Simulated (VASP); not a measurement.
# Ga (P-1) in VASP: further runs, part 2 of 2

VASP 6.6.1. Earlier steps stand in the parts before.

## (3) Electric field gradients, LDA (equal xy, yz and zx shear strains of +2 %)

Input file INCAR:

```
SYSTEM = Ga
ALGO = Normal
EDIFF = 1E-8
ENCUT = 520
GGA = CA
ISIF = 2
ISMEAR = -1
LASPH = .TRUE.
LCHARG = .FALSE.
LEFG = .TRUE.
LREAL = .FALSE.
LWAVE = .FALSE.
NBANDS = 20
NELM = 100
PREC = Accurate
SIGMA = 0.08
```

Input file KPOINTS:

```
k-points
0
G
  12 12 10
  0 0 0
```

Input file POSCAR:

```
Ga
1.0
    1.4093500000     -4.0505000000     -0.0261500000
    1.4906500000      4.0795000000      0.0551500000
    0.0317000000      0.0317000000      3.1700000000
Ga
2
Direct
    0.8670000000      0.1330000000      0.2500000000
    0.1330000000      0.8670000000      0.7500000000
```

Potentials or basis: VASP PAW LDA potentials, release 64 (Ga_d).

Run with:

```
$ cat potpaw_LDA.64/Ga_d/POTCAR > POTCAR
$ mpirun -np 1 vasp_std > vasp.out
```

OUTCAR:

```text
SYSTEM = Ga
   EDIFF = 1E-8
   ENCUT = 520
   GGA = CA
   ISIF = 2
   ISMEAR = -1
   LASPH = .TRUE.
   LREAL = .FALSE.
   NELM = 100
   PREC = Accurate

 ion  position               nearest neighbor table
   1  0.867  0.133  0.250-   2 2.66   2 2.71   2 2.85   2 2.85   2 2.86
   2  0.133  0.867  0.750-   1 2.66   1 2.71   1 2.85   1 2.85   1 2.86

  LATTYP: Found a triclinic cell.
 ALAT       =     2.9002899855
 B/A-ratio  =     2.0323197324
 C/A-ratio  =     1.0931034483
 COS(alpha) =     0.0009717712
 COS(beta)  =     0.0200959808
 COS(gamma) =     0.7242123152

  Lattice vectors:

 A1 = (  -2.9000000000,  -0.0290000000,  -0.0290000000)
 A2 = (  -4.3093500000,   4.0215000000,  -0.0028500000)
 A3 = (  -0.0317000000,  -0.0317000000,  -3.1700000000)

Analysis of symmetry for initial positions (statically):
=====================================================================
 Subroutine PRICEL returns:
 Original cell was already a primitive cell.

 Routine SETGRP: Setting up the symmetry group for a
 triclinic supercell.

 Subroutine GETGRP returns: Found  2 space group operations
 (whereof  2 operations were pure point group operations)
 out of a pool of  2 trial point group operations.

The static configuration has the point symmetry S_2 .

Analysis of symmetry for dynamics (positions and initial velocities):
=====================================================================
 Subroutine PRICEL returns:
 Original cell was already a primitive cell.

 Routine SETGRP: Setting up the symmetry group for a
 triclinic supercell.

 Subroutine GETGRP returns: Found  2 space group operations
 (whereof  2 operations were pure point group operations)
 out of a pool of  2 trial point group operations.

The dynamic configuration has the point symmetry S_2 .

 Subroutine INISYM returns: Found  2 space group operations
 (whereof  2 operations are pure point group operations),
 and found     1 'primitive' translations

----------------------------------------------------------------------------------------

                                     Primitive cell

  volume of cell :      37.3584

  direct lattice vectors                    reciprocal lattice vectors
     1.409350000 -4.050500000 -0.026150000     0.346113958 -0.126440402 -0.002196736
     1.490650000  4.079500000  0.055150000     0.343677807  0.119610781 -0.004632886
     0.031700000  0.031700000  3.170000000    -0.003123959 -0.003123959  0.315519892

  length of vectors
     4.288764565  4.343661957  3.170316984     0.368492704  0.363926693  0.315550821

  position of ions in fractional coordinates (direct lattice)
     0.867000000  0.133000000  0.250000000
     0.133000000  0.867000000  0.750000000

  ion indices of the primitive-cell ions
   primitive index   ion index
                 1           1
                 2           2

----------------------------------------------------------------------------------------
[... 74 lines left out ...]
   IBRION =     -1    ionic relax: 0-MD 1-quasi-New 2-CG
   NFREE  =      0    steps in history (QN), initial steepest desc. (CG)
   ISIF   =      2    stress and relaxation
   ISYM   =      2    0-nonsym 1-usesym 2-fastsym
   POTIM  = 0.5000    time-step for ionic-motion
   TEBEG  =    0.0;   TEEND  =   0.0 temperature during run
   PSTRESS=    0.0 pullay stress
   NELECT =      26.0000    total number of electrons
   NUPDOWN=      -1.0000    fix difference up-down
   EMIN   =  10.00;   EMAX   =-10.00  energy-range for DOS
   EFERMI =   0.00;   METHOD = LEGACY
   ISMEAR =    -1;   SIGMA  =   0.08  broadening in eV -4-tet -1-fermi 0-gaus
   EFERMI_NEDOS =   21; number of points for ismear=-14 and -15
   IALGO  =     38    algorithm
   IMIX   =      4    mixing-type and parameters
     AMIX     =   0.40;   BMIX     =  1.00
     AMIX_MAG =   1.60;   BMIX_MAG =  1.00
  volume/ion in A,a.u.               =      18.68       126.05
  Fermi-wavevector in a.u.,A,eV,Ry     =   1.450785  2.741587 28.637244  2.104778
  Thomas-Fermi vector in A             =   2.568357
   LORBIT       =      0    0 simple, 1 ext, 2 COOP (PROOUT), +10 PAW based schemes
   GGA     = CA    functional components
   LHFCALC =     F    Hartree Fock is set to
   AEXX    =    0.0000 exact exchange contribution
   IVDW    =     0    specifies the selected vdW correction
   LEPSILON=     F    determine dielectric tensor
   LRPA    =     F    only Hartree local field effects (RPA)
 non-spin polarized calculation
  energy-cutoff  :      520.00
  volume of cell :       37.36
 maximum number of plane-waves:      1024
   NGX = 15   NGY = 17   NGZ = 11

 number of electron      26.0000001 magnetization

 Free energy of the ion-electron system (eV)
  ---------------------------------------------------
  ext. energy  EPLUGINS =         0.00000000
  ---------------------------------------------------
  free energy    TOTEN  =        -7.10810912 eV

  energy without entropy =       -7.09028784  energy(sigma->0) =       -7.09919848

 E-fermi :   5.3877     XC(G=0): -11.3327

 val. band max:        5.3862834395   @ k =  -0.2500  -0.1667   0.4000
 cond. band min:       5.3931426157   @ k =  -0.0833   0.1667   0.5000
 fundamental gap:      0.0068591763
 Fermi energy:         5.3876747683

 k-point     1 :       0.0000    0.0000    0.0000
  band No.  band energies     occupation
      1      -9.8788      2.00000
      2      -9.8577      2.00000
      3      -9.7863      2.00000
      4      -9.7710      2.00000
      5      -9.5821      2.00000
      6      -9.5658      2.00000
[... 541 lines left out ...]
     19      16.4394      0.00000
     20      17.4345      0.00000

 [... further k-points ...]

------------------------ aborting loop because EDIFF is reached ----------------------------------------

  FORCE on cell =-STRESS in cart. coord.  units (eV):
  Direction    XX          YY          ZZ          XY          YZ          ZX
  --------------------------------------------------------------------------------------
  -------------------------------------------------------------------------------------
  Total       -1.3438468     -0.7107032     -0.5401262      0.0091270     -0.1325212      0.0389291
  in kB      -57.6330988    -30.4796839    -23.1642094      0.3914271     -5.6833902      1.6695391
  external PRESSURE =     -37.0923307 kB  Pullay stress =       0.0000000 kB

 VOLUME and BASIS-vectors are now :
 -----------------------------------------------------------------------------
  energy-cutoff  :      520.00
  volume of cell :       37.36
      direct lattice vectors                 reciprocal lattice vectors
     1.409350000 -4.050500000 -0.026150000     0.346113958 -0.126440402 -0.002196736
     1.490650000  4.079500000  0.055150000     0.343677807  0.119610781 -0.004632886
     0.031700000  0.031700000  3.170000000    -0.003123959 -0.003123959  0.315519892

 POSITION                                       TOTAL-FORCE (eV/Angst)
 -----------------------------------------------------------------------------------
      1.42809     -2.96128      0.77716         0.006848      0.178469     -0.018396
      1.50361      3.02198      2.42184        -0.006848     -0.178469      0.018396
 -----------------------------------------------------------------------------------
    total drift:                                0.000000      0.000000     -0.000000

  FREE ENERGIE OF THE ION-ELECTRON SYSTEM (eV)
  ---------------------------------------------------
  free  energy   TOTEN  =        -7.1081091161 eV

  energy  without entropy=       -7.0902878352  energy(sigma->0) =       -7.09919848

 Electric field gradients (V/A^2)
---------------------------------------------------------------------
 ion       V_xx      V_yy      V_zz      V_xy      V_xz      V_yz
---------------------------------------------------------------------
   1      10.853   -27.277    16.424     1.227     1.256     5.042
   2      10.853   -27.277    16.424     1.227     1.256     5.042
---------------------------------------------------------------------

 Electric field gradients after diagonalization (V/A^2)
 (convention: |V_zz| > |V_xx| > |V_yy|)
----------------------------------------------------------------------
 ion       V_xx      V_yy      V_zz     asymmetry (V_yy - V_xx)/ V_zz
----------------------------------------------------------------------
   1      17.298    10.583   -27.881       0.241
   2      17.298    10.583   -27.881       0.241
----------------------------------------------------------------------

           NMR quadrupolar parameters

 Cq : quadrupolar parameter    Cq=e*Q*V_zz/h
 eta: asymmetry parameters     (V_yy - V_xx)/ V_zz
 Q  : nuclear electric quadrupole moment in mb (millibarn)
----------------------------------------------------------------------
 ion       Cq(MHz)       eta       Q (mb)
----------------------------------------------------------------------
   1      -0.067       0.241       1.000
   2      -0.067       0.241       1.000
----------------------------------------------------------------------
```

stdout:

```text
POSCAR found type information on POSCAR Ga
 POSCAR found :  1 types and       2 ions
 scaLAPACK will be used
 LDA part: xc-table for (Slater(with rela. corr.)+CA(PZ))
 , standard interpolation
 POSCAR, INCAR and KPOINTS ok, starting setup
 FFT: planning ... GRIDC
 FFT: planning ... GRID_SOFT
 FFT: planning ... GRID
 WAVECAR not read
 entering main loop
ion   1
     0.0000481     0.0032952    -0.0227030     0.0027278     0.0035527    -0.0817660
     0.0000628     0.0032952    -0.0227030     0.0027277     0.0035527    -0.0817660
     0.0000820     0.0032952    -0.0227030     0.0027277     0.0035527    -0.0817660
     0.0001070     0.0032952    -0.0227030     0.0027277     0.0035527    -0.0817660

     0.0000481    -1.1465637    -4.7170412   -13.1666888    -1.1635142   -17.7723898
     0.0000628    -1.1465417    -4.7169639   -13.1664583    -1.1634928   -17.7721004
     0.0000820    -1.1465085    -4.7168470   -13.1661095    -1.1634603   -17.7716632
     0.0001070    -1.1464583    -4.7166715   -13.1655845    -1.1634112   -17.7710063

ion   2
     0.0000481     0.0032952    -0.0227030     0.0027278     0.0035527    -0.0817660
     0.0000628     0.0032952    -0.0227030     0.0027277     0.0035527    -0.0817660
     0.0000820     0.0032952    -0.0227030     0.0027277     0.0035527    -0.0817660
     0.0001070     0.0032952    -0.0227030     0.0027277     0.0035527    -0.0817660

     0.0000481    -1.1465637    -4.7170412   -13.1666888    -1.1635142   -17.7723898
     0.0000628    -1.1465417    -4.7169639   -13.1664583    -1.1634928   -17.7721004
     0.0000820    -1.1465085    -4.7168470   -13.1661095    -1.1634603   -17.7716632
     0.0001070    -1.1464583    -4.7166715   -13.1655845    -1.1634112   -17.7710063
```

Wall time 5.1 min (1 thread of Intel Xeon Platinum 8375C at 2.90GHz (Ice Lake), shared host); peak memory 0.49 GiB.

What came out:

```
Free energy                             : -7.1081 eV
Pressure                                : -3.7 GPa
Largest force                           : 0.180 eV/Å
Band gap on the k mesh                  : zero (bands 13 and 14 overlap by 9.24 eV)
Largest electric field gradient by atom : Ga -27.9 V/Å²
```

Forces on the atoms (eV/Å):
```
Ga   0.007  0.178 -0.018
Ga  -0.007 -0.178  0.018
```

Stress tensor (GPa, compression positive):
```
-5.76  0.04  0.17
 0.04 -3.05 -0.57
 0.17 -0.57 -2.32
```

Levels at points of the mesh, in eV from the Fermi level:
```tsv
k point	band 9	band 10	band 11	band 12	band 13	band 14	band 15	band 16	band 17	band 18
(0.00, 0.00, 0.00)	-14.91	-14.75	-11.24	-2.25	-1.64	2.87	6.68	7.76	8.68	10.42
(0.50, 0.00, 0.00)	-14.82	-14.80	-6.65	-5.40	-1.87	-0.63	6.55	6.85	9.13	9.17
(0.00, 0.50, 0.00)	-14.82	-14.80	-6.82	-5.40	-1.60	-0.26	6.14	6.58	8.61	9.26
(0.50, 0.50, 0.00)	-14.87	-14.81	-9.21	-8.58	5.08	5.75	5.80	7.06	7.17	9.48
(0.00, 0.00, 0.50)	-14.84	-14.82	-7.43	-7.41	1.69	1.97	2.40	2.66	10.00	10.39
(0.50, 0.00, 0.50)	-14.80	-14.79	-3.03	-3.01	-1.62	-1.56	1.39	1.99	3.90	4.42
(0.00, 0.50, 0.50)	-14.81	-14.79	-3.23	-3.16	-1.64	-1.50	2.02	2.03	4.40	4.44
(0.50, 0.50, 0.50)	-14.88	-14.88	-5.79	-5.47	-4.23	-4.16	9.46	9.50	11.10	11.56
```

Electric field gradients, principal values (V/Å²):
```csv
atom,least,middle,greatest (by size)
1 Ga,10.583,17.298,-27.881
2 Ga,10.583,17.298,-27.881
```

Caveat: the cell differs from its parent crystal (equal xy, yz and zx shear strains of +2 %); the cell stands under tension; without QUAD_EFG the Cq values of the log hold for a quadrupole moment of 1 mb, not for the nuclei.
